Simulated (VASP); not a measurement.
**InAgF2: single point with PBE**

Crystal: InAgF2.

```
CELL_PARAMETERS angstrom
3.74620 0.00000 0.00000
-1.87310 3.24430 0.00000
0.00000 0.00000 6.07417
ATOMIC_POSITIONS crystal
In 0.00000 0.00000 0.00000
Ag 0.00000 0.00000 0.50000
F 0.33333 0.66667 0.72044
F 0.66667 0.33333 0.27956
```

```json
{"Program": "VASP 6.6.1", "Task": "single point", "Functional": "PBE", "Potentials or basis": "VASP PAW PBE potentials, release 64 (In_d, Ag, F)", "Cutoff": "520 eV", "k mesh": "6 × 6 × 4", "Occupations": "gaussian, width 0.1 eV", "Spin": "no spin polarisation", "Dipole correction": "no", "Further INCAR settings": "ALGO = Normal; EDIFF = 1e-06; NBANDS = 27"}
```

* Pressure: -0.1 GPa
* Largest force: 0.004 eV/Å
* Band gap on the k mesh: 0.26 eV (least direct gap 1.44 eV)

Forces in eV/Å, atoms in the order of the input:
```
In   0.000  0.000  0.000
Ag   0.000  0.000  0.000
F    0.000  0.000  0.004
F    0.000  0.000 -0.004
```

Stress tensor (GPa, compression positive):
```
-0.03  0.00  0.00
 0.00 -0.03  0.00
 0.00  0.00 -0.30
```

Levels at points of the mesh, in eV from the valence-band top:
| k point | band 15 | band 16 | band 17 | band 18 | band 19 | band 20 | band 21 | band 22 | band 23 | band 24 |
| --- | --- | --- | --- | --- | --- | --- | --- | --- | --- | --- |
| (0.00, 0.00, 0.00) | -2.20 | -2.20 | -2.13 | -1.17 | -1.17 | 2.10 | 3.15 | 7.90 | 7.90 | 12.25 |
| (0.50, 0.00, 0.00) | -1.97 | -1.92 | -1.54 | -1.17 | -0.12 | 1.80 | 4.34 | 4.78 | 6.46 | 6.96 |
| (0.00, 0.00, 0.50) | -2.22 | -2.22 | -1.80 | -1.18 | -1.18 | 0.26 | 7.37 | 7.56 | 8.17 | 8.17 |
| (0.50, 0.00, 0.50) | -1.97 | -1.92 | -1.64 | -1.22 | -0.81 | 2.03 | 3.65 | 5.85 | 6.51 | 8.60 |

Wall time 59 s on 1 thread of AMD EPYC 7R13, with other jobs on the host, peak memory 0.21 GiB.

Caveat: semilocal functionals underestimate gaps, and a narrow one can read as zero; spin-orbit coupling is left out, which moves the levels of the heavy elements. A k mesh can miss the band edges.
